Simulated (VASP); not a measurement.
Write the native input for VASP 6.6.1 that does the following.

| Property | Result |
| --- | --- |
| Task | single point |
| Functional | PBE |
| Dispersion | D3(BJ) |
| Potentials or basis | VASP PAW PBE potentials, release 64 (Ti_sv, Si) |
| Cutoff | 520 eV |
| k mesh | 6 × 6 × 1 |
| Occupations | gaussian, width 0.1 eV |
| Spin | no spin polarisation |
| Dipole correction | yes |
| Further INCAR settings | ALGO = Normal; EDIFF = 1e-06; NBANDS = 86 |

The structure of Ti12Si lies in POSCAR:

```
Ti12Si
1.0
    5.7099611434      0.0000000000      0.0000000000
   -2.8549805717      4.9449714048      0.0000000000
    0.0000000000      0.0000000000     21.5932633302
Ti Si
12 1
Direct
    0.3333333333      0.1666666667      0.1852429593
    0.3333333333      0.6666666667      0.1852429593
    0.8333333333      0.1666666667      0.1852429593
    0.8333333333      0.6666666667      0.1852429593
    0.1666666667      0.3333333333      0.2894365806
    0.1666666667      0.8333333333      0.2894365806
    0.6666666667      0.3333333333      0.2894365806
    0.6666666667      0.8333333333      0.2894365806
    0.0000000000      0.0000000000      0.3933293083
    0.0000000000      0.5000000000      0.3933293083
    0.5000000000      0.0000000000      0.3933293083
    0.5000000000      0.5000000000      0.3933293083
    0.0000000000      0.0000000000      0.4952129359
```

One way to write it, as run:

INCAR

```
SYSTEM = Ti12Si
  ALGO = Normal
  DIPOL = 0.5 0.5 0.305
  EDIFF = 1E-6
  ENCUT = 520
  GGA = PE
  IDIPOL = 3
  ISIF = 2
  ISMEAR = 0
  IVDW = 12
  LASPH = .TRUE.
  LCHARG = .TRUE.
  LDIPOL = .TRUE.
  LELF = .TRUE.
  LREAL = .FALSE.
  LVACPOTAV = .TRUE.
  LVHAR = .TRUE.
  LWAVE = .FALSE.
  NBANDS = 86
  NELM = 80
  PREC = Accurate
  SIGMA = 0.1
```

KPOINTS

```
k-points
0
G
  6 6 1
  0 0 0
```

Potentials or basis: VASP PAW PBE potentials, release 64 (Ti_sv, Si).

Launch:

```sh
$ cat potpaw_PBE.64/Ti_sv/POTCAR potpaw_PBE.64/Si/POTCAR > POTCAR
$ mpirun -np 1 vasp_std > vasp.out
```

It gave:

```yaml
Largest_force: 3.473 eV/Å
Band_gap_on_the_k_mesh: zero (bands 74 and 75 overlap by 0.65 eV)
Dispersion_energy_per_atom: -0.435 eV
```

It took 21 min on 1 thread of Intel(R) Xeon(R) Platinum 8488C (Sapphire Rapids), with other jobs on the host, peak memory 0.71 GiB.
